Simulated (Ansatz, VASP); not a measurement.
This is a calculation of Re for Ansatz 0.2.0.

Contents of input.yaml:

```yaml
crystal:
  lattice:
    - [2.7663873939, 0.0, 0.0]
    - [-1.3831936969, 2.3957617598, 0.0]
    - [0.0, 0.0, 8.93884516]
  atoms:
    - { symbol: Re, position: [0.6666666667, 0.3333333333, 0.75] }
    - { symbol: Re, position: [0.0, 0.0, 0.5] }
    - { symbol: Re, position: [0.3333333333, 0.6666666667, 0.25] }
    - { symbol: Re, position: [0.0, 0.0, 0.0] }
hamiltonian:
  xc: pbe
  pseudopotentials: { kind: paw }
kpoints:
  mp_grid: { grid: [11, 11, 3] }
scf:
  occupations: { method: gaussian, width: 0.019 }
output:
  forces: true
  stress: true
  eigenvalues: true
```

Potentials or basis: Ansatz PAW.

Command:

```console
$ ansatz run input.yaml --threads 2 --pin off --max-ram 5632MiB --backend cpu --events-out ev --progress --plain --runs-dir out
```

Question: Set up the same calculation for VASP 6.6.1. Potentials there: VASP PAW PBE potentials, release 64 (Re).

Answer: As run (the cutoff follows the program's own potentials):

The input INCAR:

```
SYSTEM = Re
PREC = Accurate ; ENCUT = 520
EDIFF = 1E-6 ; ISMEAR = 0
SIGMA = 0.019000000000000003 ; LREAL = .False.
LASPH = .True. ; NELM = 60
ALGO = Normal ; ISIF = 2
LWAVE = .False. ; LCHARG = .False.
GGA = PE ; NBANDS = 22
```

File KPOINTS:

```
regular mesh
0
Gamma
  11 11 3
  0 0 0
```

POSCAR

```
Re
1.0
    2.7663873939      0.0000000000      0.0000000000
   -1.3831936969      2.3957617598      0.0000000000
    0.0000000000      0.0000000000      8.9388451600
Re
4
Direct
    0.6666666667      0.3333333333      0.7500000000
    0.0000000000      0.0000000000      0.5000000000
    0.3333333333      0.6666666667      0.2500000000
    0.0000000000      0.0000000000      0.0000000000
```

Potentials or basis: VASP PAW PBE potentials, release 64 (Re).

Launch:

```bash
$ cat potpaw_PBE.64/Re/POTCAR > POTCAR
$ mpirun -np 1 vasp_std > vasp.out
```

Both were run:

|  | VASP | Ansatz | Ansatz less VASP |
| --- | --- | --- | --- |
| gap on the k mesh at the Fermi level (eV) | none | none | - |
| pressure (GPa) | 3.0 | 3.4 | +0.45 |
| traceless stress, the component that is largest in VASP (GPa) | 0.48 | 0.50 | +0.016 |

A gap of «none» marks a metal or a gap that the smearing closes. VASP's potentials hold 28 valence electrons a cell and Ansatz's 60, so a difference there can come from the potentials and not from the codes.

Neither program's run includes spin-orbit coupling.
